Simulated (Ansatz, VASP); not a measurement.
**Pt in VASP and in Ansatz**

The input INCAR:

```
ALGO = Normal ; EDIFF = 1E-6
ENCUT = 500 ; GGA = CA
GGA_COMPAT = F ; ISIF = 2
ISMEAR = 1 ; LASPH = T
LCHARG = T ; LELF = T
LREAL = F ; LVHAR = T
LWAVE = F ; NBANDS = 25
NELM = 120 ; PREC = Accurate
SIGMA = 0.1
```

The input KPOINTS:

```
k-points
0
Gamma
  14 14 7
```

Contents of POSCAR:

```
Pt
1.0
    2.7606660000      0.0000000000      0.0000000000
   -1.3803330000      2.3908070000      0.0000000000
    0.0000000000      0.0000000000      4.7921340000
Pt
2
Direct
    0.6666666667      0.3333333333      0.7500000000
    0.3333333333      0.6666666667      0.2500000000
```

Input for Ansatz:

```yaml
crystal:
  lattice:
    - [2.760666, 0.0, 0.0]
    - [-1.380333, 2.390807, 0.0]
    - [0.0, 0.0, 4.792134]
  atoms:
    - { symbol: Pt, position: [0.6666666666666666, 0.3333333333333333, 0.75] }
    - { symbol: Pt, position: [0.3333333333333333, 0.6666666666666666, 0.25] }
kpoints:
  mp_grid:
    grid: [14, 14, 7]
hamiltonian:
  xc: lda
  pseudopotentials:
    kind: paw
scf:
  convergence:
    dr2_threshold: 1.0e-09
  occupations:
    method: methfessel_paxton
output:
  forces: true
  stress: true
  eigenvalues: true
```

Alike in both runs: task single point; functional LDA; k mesh 14 × 14 × 7; no spin polarisation.

|  | VASP | Ansatz |
| --- | --- | --- |
| version | VASP 6.6.1 | Ansatz 0.2.0 |
| potentials or method | VASP PAW LDA potentials, release 64 (Pt_sv_GW) | plane waves, PAW |
| plane-wave cutoff (eV) | 500 | 420 |
| occupations | methfessel-paxton of order 1, width 0.1 eV | methfessel-paxton of order 1 |
| valence electrons in the cell | 36 | 36 |

|  | VASP | Ansatz | Ansatz less VASP |
| --- | --- | --- | --- |
| gap on the k mesh at the Fermi level (eV) | none | none | - |
| pressure (GPa) | -18.5 | -16.1 | +2.40 |
| traceless stress, the component that is largest in VASP (GPa) | 0.23 | 0.46 | +0.228 |

LDA's correlation is that of Perdew and Zunger in VASP and of Perdew and Wang (1992) in Ansatz. A gap of «none» marks a metal or a gap that the smearing closes. Ansatz's warnings: stress scf threshold loose.

Spin-orbit coupling is off throughout.
